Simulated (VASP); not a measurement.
CuO:

```
CELL_PARAMETERS angstrom
2.29679 -1.67842 0.00000
2.29679 1.67842 0.00000
-0.84298 0.00000 4.95616
ATOMIC_POSITIONS crystal
Cu 0.00320 0.49680 0.00000
Cu 0.49680 0.00320 0.50000
O 0.57140 0.40560 0.25370
O 0.40560 0.57140 0.75370
```

Base run:

| Property | Result |
| --- | --- |
| Program | VASP 6.6.1 |
| Functional | RPBE |
| Potentials or basis | VASP PAW PBE potentials, release 64 (Cu, O) |
| Cutoff | 520 eV |
| k mesh | 10 × 10 × 5 |
| Occupations | fermi-dirac, width 0.05 eV |
| Spin | no spin polarisation |

Its results: band gap on the k mesh zero (band 17 reaches 7.00 eV, above the bottom of band 18 at 6.40 eV); pressure 26.0 GPa; largest force 1.019 eV/Å.

The run is repeated on the same cell with these changes: potentials or basis from VASP PAW PBE potentials, release 64 (Cu, O) to VASP PAW PBE potentials, release 64 (Cu_sv_GW, O); cutoff from 520 eV to 700 eV; further incar settings from ALGO = Normal; EDIFF = 1e-06; NBANDS = 25 to ALGO = Normal; EDIFF = 1e-06; NBANDS = 33; valence electrons from 34 to 50. What comes out?

Band gap on the k mesh zero (band 25 reaches 7.02 eV, above the bottom of band 26 at 6.43 eV); pressure 21.8 GPa; largest force 0.993 eV/Å.

Caveats: the PAW data sets were made with another functional, which shifts forces and pressure a little; semilocal functionals often make such compounds metallic where correlation or magnetic order opens a gap, which also shifts bond lengths.
